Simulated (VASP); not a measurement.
Set up this calculation in VASP 6.6.1, as the native input.

```yaml
Task: single point
Functional: PBE
Potentials_or_basis: VASP PAW PBE potentials, release 64 (B, P)
Cutoff: 520 eV
k_mesh: 17 × 17 × 17
Occupations: fermi-dirac, width 0.08 eV
Spin: no spin polarisation
Dipole_correction: no
Further_INCAR_settings: ALGO = Normal; EDIFF = 1e-06; NBANDS = 11
```

The structure of BP lies in POSCAR:

```
BP
1.0
    0.0000000000      2.2690000000      2.2690000000
    2.2690000000      0.0000000000      2.2690000000
    2.2690000000      2.2690000000      0.0000000000
B P
1 1
Direct
    0.0000000000      0.0000000000      0.0000000000
    0.7500000000      0.7500000000      0.7500000000
```

One way to write it, as run:

INCAR

```
SYSTEM = BP
PREC = Accurate ; ENCUT = 520
EDIFF = 1E-6 ; ISMEAR = -1
SIGMA = 0.08 ; LREAL = .False.
LASPH = .True. ; NELM = 80
ALGO = Normal ; ISIF = 2
LWAVE = .False. ; LCHARG = .False.
GGA = PE ; NBANDS = 11
```

KPOINTS

```
regular mesh
0
Gamma
  17 17 17
  0 0 0
```

Potentials or basis: VASP PAW PBE potentials, release 64 (B, P).

Run with:

```bash
$ cat potpaw_PBE.64/B/POTCAR potpaw_PBE.64/P/POTCAR > POTCAR
$ mpirun -np 1 vasp_std > vasp.out
```

It gave:

| Item | Value |
| --- | --- |
| Pressure | 0.9 GPa |
| Band gap on the k mesh | 1.24 eV, indirect (least direct gap 3.40 eV) |

Wall time 31 s on 1 thread of Intel Xeon 8259CL, with other jobs on the host, peak memory 0.16 GiB.
